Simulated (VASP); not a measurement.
Write the native input for VASP 6.6.1 that does the following.

```
Task                   : single point
Functional             : LDA
Potentials or basis    : VASP PAW LDA potentials, release 64 (Cu)
Cutoff                 : 520 eV
k mesh                 : 6 × 6 × 19
Occupations            : gaussian, width 0.1 eV
Spin                   : no spin polarisation
Dipole correction      : no
Further INCAR settings : ALGO = Fast; EDIFF = 1e-06; NBANDS = 36
```

The structure of Cu lies in POSCAR:

```
Cu
1.0
    5.6033815918      0.0000000000      0.0000000000
    0.0000000000      5.6033815918      0.0000000000
   -1.6810144775     -0.5603381592      1.7438463679
Cu
5
Direct
    0.0000000000      0.0000000000      0.0000000000
    0.2000000000      0.4000000000      0.0000000000
    0.4000000000      0.8000000000      0.0000000000
    0.6000000000      0.2000000000      0.0000000000
    0.8000000000      0.6000000000      0.0000000000
```

These files were run (other wordings do the same):

INCAR

```
PREC     = Accurate       # precision mode
ENCUT    = 520            # plane-wave cutoff, eV
EDIFF    = 1E-6           # SCF threshold, eV
ISMEAR   = 0              # smearing method
SIGMA    = 0.1            # smearing width, eV
LREAL    = False          # projectors in reciprocal space
LASPH    = True           # aspherical terms in the spheres
NELM     = 60             # most SCF steps
ALGO     = Fast           # electronic algorithm
ISIF     = 2              # what is computed and relaxed
LWAVE    = False          # write WAVECAR
LCHARG   = False          # write CHGCAR
GGA      = CA             # functional
NBANDS   = 36             # bands
```

KPOINTS

```
Automatic mesh
0
Gamma
  6 6 19
```

Potentials or basis: VASP PAW LDA potentials, release 64 (Cu).

Run with:

```bash
$ cat potpaw_LDA.64/Cu/POTCAR > POTCAR
$ mpirun -np 1 vasp_std > vasp.out
```

It gave:

```json
{
 "Pressure": "-0.1 GPa"
}
```

It took 11 min on 1 thread of Intel(R) Xeon(R) Platinum 8488C (Sapphire Rapids) (shared host), peak memory 0.52 GiB.
